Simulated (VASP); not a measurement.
# LaRe (Pm-3m) in VASP: a series of runs

LaRe is run at these levels: PBEsol; tasks: single point.

Program: VASP 6.6.1. These are calculated values, not measurements. Logs are shortened: lines on timing, memory, paths and dates and some standing lists are left out, and cuts for length are marked.

### 1 The cell of the first run

The structure is cubic, space group Pm-3m (No. 221). The conventional cell has a = 3.474 Å, b = 3.474 Å, c = 3.474 Å, α = 90.00°, β = 90.00°, γ = 90.00°. Within 4.0 Å of La (site symmetry m-3m) lie 8 Re at 3.01 Å and 6 La at 3.47 Å. Within 4.0 Å of Re (site symmetry m-3m) lie 8 La at 3.01 Å and 6 Re at 3.47 Å.

### 2 Single point, PBEsol (20.96 Å³/atom)

Contents of INCAR:

```
SYSTEM = LaRe
PREC = Accurate
ENCUT = 520
EDIFF = 1E-7
ISMEAR = 0
SIGMA = 0.05
LREAL = .False.
LASPH = .True.
NELM = 100
ALGO = Normal
ISIF = 2
LWAVE = .False.
LCHARG = .True.
GGA = PS
LELF = .True.
LVHAR = .True.
NBANDS = 16
```

Contents of KPOINTS:

```
Automatic mesh
0
Gamma
  8 8 8
  0 0 0
```

Contents of POSCAR:

```
LaRe
1.0
    3.4738620551      0.0000000000      0.0000000000
    0.0000000000      3.4738620551      0.0000000000
    0.0000000000      0.0000000000      3.4738620551
La Re
1 1
Direct
    0.0000000000      0.0000000000      0.0000000000
    0.5000000000      0.5000000000      0.5000000000
```

Potentials or basis: VASP PAW PBE potentials, release 64 (La, Re).

On the command line:

```
$ cat potpaw_PBE.64/La/POTCAR potpaw_PBE.64/Re/POTCAR > POTCAR
$ mpirun -np 1 vasp_std > vasp.out
```

OUTCAR:

```text
SYSTEM = LaRe
   PREC = Accurate
   ENCUT = 520
   EDIFF = 1E-7
   ISMEAR = 0
   LREAL = .False.
   LASPH = .True.
   NELM = 100
   ISIF = 2
   GGA = PS

 ion  position               nearest neighbor table
   1  0.000  0.000  0.000-   2 3.01   2 3.01   2 3.01   2 3.01   2 3.01   2 3.01   2 3.01   2 3.01

   2  0.500  0.500  0.500-   1 3.01   1 3.01   1 3.01   1 3.01   1 3.01   1 3.01   1 3.01   1 3.01

  LATTYP: Found a simple cubic cell.
 ALAT       =     3.4738620551

  Lattice vectors:

 A1 = (   3.4738620551,   0.0000000000,   0.0000000000)
 A2 = (   0.0000000000,   3.4738620551,   0.0000000000)
 A3 = (   0.0000000000,   0.0000000000,   3.4738620551)

Analysis of symmetry for initial positions (statically):
=====================================================================
 Subroutine PRICEL returns:
 Original cell was already a primitive cell.

 Routine SETGRP: Setting up the symmetry group for a
 simple cubic supercell.

 Subroutine GETGRP returns: Found 48 space group operations
 (whereof 48 operations were pure point group operations)
 out of a pool of 48 trial point group operations.

The static configuration has the point symmetry O_h .

Analysis of symmetry for dynamics (positions and initial velocities):
=====================================================================
 Subroutine PRICEL returns:
 Original cell was already a primitive cell.

 Routine SETGRP: Setting up the symmetry group for a
 simple cubic supercell.

 Subroutine GETGRP returns: Found 48 space group operations
 (whereof 48 operations were pure point group operations)
 out of a pool of 48 trial point group operations.

The dynamic configuration has the point symmetry O_h .

 Subroutine INISYM returns: Found 48 space group operations
 (whereof 48 operations are pure point group operations),
 and found     1 'primitive' translations

----------------------------------------------------------------------------------------

                                     Primitive cell

  volume of cell :      41.9216

  direct lattice vectors                    reciprocal lattice vectors
     3.473862055  0.000000000  0.000000000     0.287864050  0.000000000  0.000000000
     0.000000000  3.473862055  0.000000000     0.000000000  0.287864050  0.000000000
     0.000000000  0.000000000  3.473862055     0.000000000  0.000000000  0.287864050

  length of vectors
     3.473862055  3.473862055  3.473862055     0.287864050  0.287864050  0.287864050

  position of ions in fractional coordinates (direct lattice)
     0.000000000  0.000000000  0.000000000
     0.500000000  0.500000000  0.500000000

  ion indices of the primitive-cell ions
   primitive index   ion index
                 1           1
                 2           2

----------------------------------------------------------------------------------------

 KPOINTS: Automatic mesh

Automatic generation of k-mesh.
 Grid dimensions read from file:
 generate k-points for:    8    8    8

 Generating k-lattice:

  Cartesian coordinates                     Fractional coordinates (reciprocal lattice)
     0.035983006  0.000000000  0.000000000     0.125000000  0.000000000  0.000000000
     0.000000000  0.035983006  0.000000000     0.000000000  0.125000000  0.000000000
     0.000000000  0.000000000  0.035983006     0.000000000  0.000000000  0.125000000

  Length of vectors
     0.035983006  0.035983006  0.035983006

  Shift w.r.t. Gamma in fractional coordinates (k-lattice)
     0.000000000  0.000000000  0.000000000

 Subroutine IBZKPT returns following result:
 ===========================================

 Found     35 irreducible k-points:

 Following reciprocal coordinates:
            Coordinates               Weight
  0.000000  0.000000  0.000000      1.000000
  0.125000  0.000000  0.000000      6.000000
  0.250000  0.000000  0.000000      6.000000
  0.375000  0.000000  0.000000      6.000000
  0.500000  0.000000  0.000000      3.000000
  0.125000  0.125000  0.000000     12.000000
[... 16 lines left out ...]
  0.375000  0.375000  0.125000     24.000000
  0.500000  0.375000  0.125000     24.000000
 [... further k-points ...]
   k-points           NKPTS =     35   k-points in BZ     NKDIM =     35   number of bands    NBANDS=     16
   number of dos      NEDOS =    301   number of ions     NIONS =      2
   total plane-waves  NPLWV =  21952
   dimension x,y,z NGX =    28 NGY =   28 NGZ =   28
   dimension x,y,z NGXF=    56 NGYF=   56 NGZF=   56
   ions per type =               1   1
   NGX,Y,Z   is equivalent  to a cutoff of  13.40, 13.40, 13.40 a.u.
   NGXF,Y,Z  is equivalent  to a cutoff of  26.80, 26.80, 26.80 a.u.
 SYSTEM =  LaRe
   PREC   = accura    normal or accurate (medium, high low for compatibility)
   ISTART =      0    job   : 0-new  1-cont  2-samecut
   ICHARG =      2    charge: 1-file 2-atom 10-const
   ISPIN  =      1    spin polarized calculation?
   LNONCOLLINEAR =      F non collinear calculations
   LSORBIT =      F    spin-orbit coupling
   LASPH  =      T    aspherical Exc in radial PAW
   ENCUT  =  520.0 eV  38.22 Ry    6.18 a.u.   6.46  6.46  6.46*2*pi/ulx,y,z
   NELM   =    100;   NELMIN=  2; NELMDL= -5     # of ELM steps
   EDIFF  = 0.1E-06   stopping-criterion for ELM
   LREAL  =      F    real-space projection
   EDIFFG = 0.1E-05   stopping-criterion for IOM
   NSW    =      0    number of steps for IOM
   IBRION =     -1    ionic relax: 0-MD 1-quasi-New 2-CG
   NFREE  =      0    steps in history (QN), initial steepest desc. (CG)
   ISIF   =      2    stress and relaxation
   ISYM   =      2    0-nonsym 1-usesym 2-fastsym
   POTIM  = 0.5000    time-step for ionic-motion
   TEBEG  =    0.0;   TEEND  =   0.0 temperature during run
   PSTRESS=    0.0 pullay stress
   NELECT =      18.0000    total number of electrons
   NUPDOWN=      -1.0000    fix difference up-down
   EMIN   =  10.00;   EMAX   =-10.00  energy-range for DOS
   EFERMI =   0.00;   METHOD = LEGACY
   ISMEAR =     0;   SIGMA  =   0.05  broadening in eV -4-tet -1-fermi 0-gaus
   EFERMI_NEDOS =   21; number of points for ismear=-14 and -15
   IALGO  =     38    algorithm
   IMIX   =      4    mixing-type and parameters
     AMIX     =   0.40;   BMIX     =  1.00
     AMIX_MAG =   1.60;   BMIX_MAG =  1.00
  volume/ion in A,a.u.               =      20.96       141.45
  Fermi-wavevector in a.u.,A,eV,Ry     =   1.235055  2.333916 20.753807  1.525362
  Thomas-Fermi vector in A             =   2.369720
   LORBIT       =      0    0 simple, 1 ext, 2 COOP (PROOUT), +10 PAW based schemes
   GGA     = PS    functional components
   LHFCALC =     F    Hartree Fock is set to
   AEXX    =    0.0000 exact exchange contribution
   IVDW    =     0    specifies the selected vdW correction
   LEPSILON=     F    determine dielectric tensor
   LRPA    =     F    only Hartree local field effects (RPA)
 non-spin polarized calculation
 Gauss-broadening in eV      SIGMA  =   0.05
  energy-cutoff  :      520.00
  volume of cell :       41.92
 maximum number of plane-waves:      1144
 NGX is ok and might be reduce to    28
   NGX = 13   NGY = 13   NGZ = 13

 number of electron      17.9999999 magnetization

 Free energy of the ion-electron system (eV)
  ---------------------------------------------------
  ext. energy  EPLUGINS =         0.00000000
  ---------------------------------------------------
  free energy    TOTEN  =       -16.98610361 eV

  energy without entropy =      -16.98108339  energy(sigma->0) =      -16.98359350

 E-fermi :   9.2040     XC(G=0): -12.0568

 val. band max:        9.1741123521   @ k =   0.5000   0.2500   0.2500
 cond. band min:       9.2119905566   @ k =   0.3750   0.2500   0.1250
 fundamental gap:      0.0378782044
 Fermi energy:         9.2040119999

 k-point     1 :       0.0000    0.0000    0.0000
  band No.  band energies     occupation
      1     -22.0290      2.00000
      2      -5.2066      2.00000
      3      -5.2066      2.00000
      4      -5.2066      2.00000
      5       4.0892      2.00000
      6       5.4462      2.00000
[... 8 lines left out ...]
     15      13.0757      0.00000
     16      13.0757      0.00000

 k-point     2 :       0.1250    0.0000    0.0000
  band No.  band energies     occupation
      1     -22.0001      2.00000
      2      -5.5294      2.00000
      3      -5.1985      2.00000
      4      -5.1985      2.00000
      5       4.5182      2.00000
      6       5.5798      2.00000
[... 8 lines left out ...]
     15      13.0578      0.00000
     16      13.0578      0.00000

 k-point     3 :       0.2500    0.0000    0.0000
  band No.  band energies     occupation
      1     -21.9290      2.00000
      2      -6.2174      2.00000
      3      -5.1793      2.00000
      4      -5.1793      2.00000
      5       5.5598      2.00000
      6       5.9574      2.00000
[... 8 lines left out ...]
     15      13.2708      0.00000
     16      13.2708      0.00000

 k-point     4 :       0.3750    0.0000    0.0000
  band No.  band energies     occupation
      1     -21.8561      2.00000
      2      -6.8152      2.00000
      3      -5.1603      2.00000
      4      -5.1603      2.00000
      5       6.4725      2.00000
      6       6.8906      2.00000
[... 8 lines left out ...]
     15      13.4632      0.00000
     16      13.4956      0.00000

 k-point     5 :       0.5000    0.0000    0.0000
  band No.  band energies     occupation
      1     -21.8253      2.00000
      2      -7.0436      2.00000
      3      -5.1525      2.00000
      4      -5.1525      2.00000
      5       6.7732      2.00000
      6       7.8258      2.00000
[... 8 lines left out ...]
     15      13.5227      0.00000
     16      13.5662      0.00000

 k-point     6 :       0.1250    0.1250    0.0000
  band No.  band energies     occupation
      1     -21.9723      2.00000
      2      -5.5723      2.00000
      3      -5.4419      2.00000
      4      -5.1864      2.00000
      5       4.8910      2.00000
      6       5.8169      2.00000
[... 8 lines left out ...]
     15      13.1004      0.00000
     16      13.1129      0.00000

 k-point     7 :       0.2500    0.1250    0.0000
  band No.  band energies     occupation
      1     -21.9040      2.00000
      2      -6.1803      2.00000
      3      -5.4443      2.00000
      4      -5.1572      2.00000
      5       5.7559      2.00000
      6       6.1611      2.00000
[... 8 lines left out ...]
     15      13.2020      0.00000
     16      13.3074      0.00000

 k-point     8 :       0.3750    0.1250    0.0000
  band No.  band energies     occupation
      1     -21.8340      2.00000
      2      -6.7536      2.00000
      3      -5.4002      2.00000
      4      -5.1280      2.00000
      5       6.4568      2.00000
      6       6.8526      2.00000
[... 8 lines left out ...]
     15      13.4183      0.00000
     16      13.4800      0.00000

 k-point     9 :       0.5000    0.1250    0.0000
  band No.  band energies     occupation
      1     -21.8045      2.00000
      2      -6.9739      2.00000
      3      -5.3813      2.00000
      4      -5.1159      2.00000
      5       6.6403      2.00000
      6       7.6789      2.00000
[... 8 lines left out ...]
     15      13.5324      0.00000
     16      13.6234      0.00000
[... 172 lines left out ...]
 k-point    19 :       0.5000    0.1250    0.1250
  band No.  band energies     occupation
      1     -21.7831      2.00000
      2      -6.9125      2.00000
      3      -5.3803      2.00000
      4      -5.3212      2.00000
      5       6.8512      2.00000
      6       7.0356      2.00000
[... 8 lines left out ...]
     15      13.5094      0.00000
     16      13.6077      0.00000

 k-point    20 :       0.2500    0.2500    0.1250
  band No.  band energies     occupation
      1     -21.8188      2.00000
      2      -6.1165      2.00000
      3      -5.9332      2.00000
      4      -5.3652      2.00000
      5       6.2416      2.00000
      6       6.8882      2.00000
[... 8 lines left out ...]
     15      13.2345      0.00000
     16      13.5346      0.00000

 k-point    21 :       0.3750    0.2500    0.1250
  band No.  band energies     occupation
      1     -21.7569      2.00000
      2      -6.5605      2.00000
      3      -5.9127      2.00000
      4      -5.3018      2.00000
      5       6.0585      2.00000
      6       7.2111      2.00000
[... 8 lines left out ...]
     15      13.4044      0.00000
     16      13.4919      0.00000

 k-point    22 :       0.5000    0.2500    0.1250
  band No.  band energies     occupation
      1     -21.7308      2.00000
      2      -6.7595      2.00000
      3      -5.8757      2.00000
      4      -5.2730      2.00000
      5       5.9420      2.00000
      6       7.2649      2.00000
[... 8 lines left out ...]
     15      13.4855      0.00000
     16      13.5148      0.00000

 k-point    23 :       0.3750    0.3750    0.1250
  band No.  band energies     occupation
      1     -21.7010      2.00000
      2      -6.4509      2.00000
      3      -6.3660      2.00000
      4      -5.2294      2.00000
      5       5.4154      2.00000
      6       7.1303      2.00000
[... 8 lines left out ...]
     15      13.1501      0.00000
     16      13.4784      0.00000

 k-point    24 :       0.5000    0.3750    0.1250
  band No.  band energies     occupation
      1     -21.6774      2.00000
      2      -6.5990      2.00000
      3      -6.3465      2.00000
      4      -5.1982      2.00000
      5       5.1617      2.00000
      6       7.0241      2.00000
[... 8 lines left out ...]
     15      13.1916      0.00000
     16      13.4173      0.00000

 [... further k-points ...]

------------------------ aborting loop because EDIFF is reached ----------------------------------------

  FORCE on cell =-STRESS in cart. coord.  units (eV):
  Direction    XX          YY          ZZ          XY          YZ          ZX
  --------------------------------------------------------------------------------------
  -------------------------------------------------------------------------------------
  Total        1.1904077      1.1904077      1.1904077      0.0000000      0.0000000      0.0000000
  in kB       45.4955155     45.4955155     45.4955155      0.0000000      0.0000000      0.0000000
  external PRESSURE =      45.4955155 kB  Pullay stress =       0.0000000 kB

 VOLUME and BASIS-vectors are now :
 -----------------------------------------------------------------------------
  energy-cutoff  :      520.00
  volume of cell :       41.92
      direct lattice vectors                 reciprocal lattice vectors
     3.473862055  0.000000000  0.000000000     0.287864050  0.000000000  0.000000000
     0.000000000  3.473862055  0.000000000     0.000000000  0.287864050  0.000000000
     0.000000000  0.000000000  3.473862055     0.000000000  0.000000000  0.287864050

 POSITION                                       TOTAL-FORCE (eV/Angst)
 -----------------------------------------------------------------------------------
      0.00000      0.00000      0.00000         0.000000      0.000000      0.000000
      1.73693      1.73693      1.73693         0.000000      0.000000      0.000000
 -----------------------------------------------------------------------------------
    total drift:                                0.000000      0.000000      0.000000

  FREE ENERGIE OF THE ION-ELECTRON SYSTEM (eV)
  ---------------------------------------------------
  free  energy   TOTEN  =       -16.9861036136 eV

  energy  without entropy=      -16.9810833902  energy(sigma->0) =      -16.98359350
```

It took 18 s on 1 thread of Intel Xeon Platinum 8488C (Sapphire Rapids), shared host; peak memory 0.18 GiB.

Results:

```
Free energy            : -16.9861 eV
Pressure               : 4.5 GPa
Band gap on the k mesh : zero (bands 9 and 10 overlap by 2.21 eV)
```

Levels at points of the mesh, in eV from the Fermi level:
| k point | band 5 | band 6 | band 7 | band 8 | band 9 | band 10 | band 11 | band 12 | band 13 | band 14 |
| --- | --- | --- | --- | --- | --- | --- | --- | --- | --- | --- |
| (0.00, 0.00, 0.00) | -5.11 | -3.76 | -3.76 | -0.18 | -0.18 | -0.18 | 3.70 | 3.70 | 3.70 | 3.87 |
| (0.50, 0.00, 0.00) | -2.43 | -1.38 | -1.12 | -0.10 | -0.10 | 0.08 | 0.35 | 1.50 | 2.73 | 2.73 |
| (0.50, 0.50, 0.00) | -4.64 | -2.67 | -1.82 | -1.82 | 1.55 | 1.61 | 2.72 | 2.72 | 3.80 | 3.84 |
| (0.50, 0.50, 0.50) | -1.16 | -1.16 | -1.16 | 0.09 | 0.09 | 0.09 | 1.49 | 1.71 | 1.71 | 3.92 |

Caveat: the cell stands under pressure; the PAW data sets were made with another functional, which shifts forces and pressure a little; spin-orbit coupling is left out, which moves the levels of the heavy elements.

(Part 1 of 2 ends here.)

The gap in the log of VASP goes by the Fermi energy; the results here count the filled bands.